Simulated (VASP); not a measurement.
Bi2S, 3 atoms in the cell. It takes space group Cmmm (No. 65, orthorhombic). Conventional cell: a = 6.056 Å, b = 9.071 Å, c = 3.211 Å, α = 90.00°, β = 90.00°, γ = 90.00°. Within 3.7 Å of Bi (site symmetry m2m) lie 3 S at 2.79 to 3.49 Å and 5 Bi at 3.21 to 3.48 Å. S (site symmetry mmm) has 6 Bi at 2.79 to 3.49 Å and 2 S at 3.21 Å within 3.7 Å. The cell was generated, and may not be a known phase.

* Program: VASP 6.6.1
* Task: single point
* Functional: PBE
* Potentials or basis: VASP PAW PBE potentials, release 64 (Bi_d, S)
* Cutoff: 520 eV
* k mesh: 4 × 4 × 6
* Occupations: gaussian, width 0.1 eV
* Spin: no spin polarisation
* Dipole correction: no
* Further INCAR settings: ALGO = Normal; EDIFF = 1e-06; NBANDS = 25

Potentials or basis: VASP PAW PBE potentials, release 64 (Bi_d, S).

The run is started by

```bash
$ cat potpaw_PBE.64/Bi_d/POTCAR potpaw_PBE.64/S/POTCAR > POTCAR
$ mpirun -np 1 vasp_std > vasp.out
```

Hardware: 1 thread of Intel(R) Xeon(R) 6975P-C (Granite Rapids) (shared host).

How long does it take, and how much memory?

It took 30 s on 1 thread of Intel(R) Xeon(R) 6975P-C (Granite Rapids), with other jobs on the host, peak memory 0.21 GiB. Counts: scf iterations 14, k points 28.
